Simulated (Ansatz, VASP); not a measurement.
**Two plane-wave programs on Sc**

```
Sc
1.0
     3.22521    0.00000    0.00000
    -1.61261    2.79311    0.00000
     0.00000    0.00000    5.03125
Sc
2
Direct
  0.33333 0.66667 0.25000
  0.66667 0.33333 0.75000
```

Alike in both runs: functional LDA; k mesh 12 × 12 × 8; occupations fermi-dirac, width 0.15 eV; no spin polarisation.

Ansatz relaxed the structure, and its values are those at the end. VASP's run is a single point on that final structure, the one shown.

|  | VASP | Ansatz |
| --- | --- | --- |
| version | VASP 6.6.1 | Ansatz 0.2.0 |
| potentials or method | VASP PAW LDA potentials, release 64 (Sc_sv), cutoff 520 eV | scalar-relativistic, plane waves, PAW |
| valence electrons in the cell | 22 | 22 |

```csv
,VASP,Ansatz,Ansatz less VASP
gap on the k mesh at the Fermi level (eV),none,none,-
pressure (GPa),0.1,0.0,-0.09
```

Ansatz warns that its potentials were made for another functional, while VASP's fit it. LDA's correlation is that of Perdew and Zunger in VASP and of Perdew and Wang (1992) in Ansatz. A gap of «none» marks a metal or a gap that the smearing closes.
